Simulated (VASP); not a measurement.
Wanted: the native input for a VASP 6.6.1 run.

```
Task                   : single point
Functional             : PBE
Potentials or basis    : VASP PAW PBE potentials, release 64 (Ba_sv, S)
Cutoff                 : 520 eV
k mesh                 : 8 × 8 × 8
Occupations            : fermi-dirac, width 0.02 eV
Spin                   : no spin polarisation
Dipole correction      : no
Further INCAR settings : ALGO = Normal; EDIFF = 1e-07; NBANDS = 15
```

The structure of BaS lies in POSCAR:

```
BaS
1.0
    0.0000000000      3.1505859250      3.1505859250
    3.1505859250      0.0000000000      3.1505859250
    3.1505859250      3.1505859250      0.0000000000
Ba S
1 1
Direct
    0.0000000000      0.0000000000      0.0000000000
    0.5000000000      0.5000000000      0.5000000000
```

This cell differs from its parent crystal: volume scaled by 0.96.

One way to write it, as run:

INCAR

```
SYSTEM = BaS
PREC = Accurate
ENCUT = 520
EDIFF = 1E-7
ISMEAR = -1
SIGMA = 0.02
LREAL = .FALSE.
LASPH = .TRUE.
NELM = 80
ALGO = Normal
ISIF = 2
LWAVE = .FALSE.
LCHARG = .FALSE.
GGA = PE
NBANDS = 15
```

KPOINTS

```
Automatic mesh
0
G
  8 8 8
  0 0 0
```

Potentials or basis: VASP PAW PBE potentials, release 64 (Ba_sv, S).

Command:

```bash
$ cat potpaw_PBE.64/Ba_sv/POTCAR potpaw_PBE.64/S/POTCAR > POTCAR
$ mpirun -np 1 vasp_std > vasp.out
```

Results of the run:

```yaml
Pressure: 3.6 GPa
Band_gap_on_the_k_mesh: 2.03 eV, indirect (least direct gap 2.15 eV)
```

Caveat: spin-orbit coupling is left out, which moves the levels of the heavy elements.

Run time: 23 s on 1 thread of AMD EPYC 7R13 Processor (Zen 3), with other jobs on the host, peak memory 0.18 GiB.
